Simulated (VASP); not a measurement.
Write the native input for VASP 6.6.1 that does the following.

- Task: single point
- Functional: PBE
- Potentials or basis: VASP PAW PBE potentials, release 64 (Co, Si)
- Cutoff: 520 eV
- k mesh: 14 × 14 × 14
- Occupations: gaussian, width 0.15 eV
- Spin: collinear spin, ferromagnetic start
- Starting moments: [0.55, 0.0, 0.0] μB
- Fixed moment: 0.55 μB
- Dipole correction: no
- Further INCAR settings: ALGO = Normal; EDIFF = 1e-06; NBANDS = 20

The structure of CoSi2 lies in POSCAR:

```
CoSi2
1.0
    0.0000000000      2.7498291905      2.7498291905
    2.7498291905      0.0000000000      2.7498291905
    2.7498291905      2.7498291905      0.0000000000
Co Si
1 2
Direct
    0.0000000000      0.0000000000      0.0000000000
    0.2500000000      0.2500000000      0.2500000000
    0.7500000000      0.7500000000      0.7500000000
```

The input as run:

INCAR

```
PREC = Accurate
ENCUT = 520
EDIFF = 1E-6
ISMEAR = 0
SIGMA = 0.15
LREAL = False
LASPH = True
NELM = 150
ALGO = Normal
ISIF = 2
LWAVE = False
LCHARG = True
ISPIN = 2
MAGMOM = 0.55 0 0
LORBIT = 11
NUPDOWN = 0.55
LMAXMIX = 4
GGA = PE
LELF = True
LVHAR = True
NBANDS = 20
```

KPOINTS

```
regular mesh
0
Gamma
  14 14 14
```

Potentials or basis: VASP PAW PBE potentials, release 64 (Co, Si).

Command:

```sh
$ cat potpaw_PBE.64/Co/POTCAR potpaw_PBE.64/Si/POTCAR > POTCAR
$ mpirun -np 1 vasp_std > vasp.out
```

Results of the run:

| Quantity | Value |
| --- | --- |
| Pressure | -10.3 GPa |
| Net moment | 0.55 μB per cell |
| Site moments | Co +0.35; Si +0.04 μB |
| Valence electrons inside the program's atomic spheres | Co 8.64; Si 1.55 |

Caveat: the total moment is fixed, so each spin has its own Fermi level.

Run time: 74 s on 1 thread of Intel(R) Xeon(R) 6975P-C (Granite Rapids), on a shared host, peak memory 0.27 GiB.
